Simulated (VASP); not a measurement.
Set up this calculation in VASP 6.6.1, as the native input.

```
Task                   : single point
Functional             : PBEsol
Potentials or basis    : VASP PAW PBE potentials, release 64 (Ir_sv_GW)
Cutoff                 : 560 eV
k mesh                 : 18 × 18 × 10
Occupations            : fermi-dirac, width 0.15 eV
Spin                   : no spin polarisation
Dipole correction      : no
Further INCAR settings : ALGO = Normal; EDIFF = 1e-06; NBANDS = 24
```

The structure of Ir lies in POSCAR:

```
Ir
1.0
    2.7140807566      0.0000000000      0.0000000000
   -1.3570403783      2.3504628831      0.0000000000
    0.0000000000      0.0000000000      4.3990959669
Ir
2
Direct
    0.6666666667      0.3333333333      0.7500000000
    0.3333333333      0.6666666667      0.2500000000
```

This isn't the form of Ir at room conditions, which is fcc.

One way to write it, as run:

INCAR

```
PREC = Accurate
ENCUT = 560
EDIFF = 1E-6
ISMEAR = -1
SIGMA = 0.15
LREAL = False
LASPH = True
NELM = 120
ALGO = Normal
ISIF = 2
LWAVE = False
LCHARG = True
GGA = PS
LELF = True
LVHAR = True
NBANDS = 24
GGA_COMPAT = False
```

KPOINTS

```
Automatic mesh
0
Gamma
  18 18 10
```

Potentials or basis: VASP PAW PBE potentials, release 64 (Ir_sv_GW).

Launch:

```console
$ cat potpaw_PBE.64/Ir_sv_GW/POTCAR > POTCAR
$ mpirun -np 1 vasp_std > vasp.out
```

Results of the run:

```
Pressure               : 1.2 GPa
Band gap on the k mesh : zero (bands 17 and 18 overlap by 3.42 eV)
```

Caveat: the PAW data sets were made with another functional, which shifts forces and pressure a little; spin-orbit coupling is left out, which moves the levels of the heavy elements.

Wall time 67 s on 1 thread of Intel(R) Xeon(R) Platinum 8375C CPU @ 2.90GHz (Ice Lake), with other jobs on the host, peak memory 0.27 GiB.
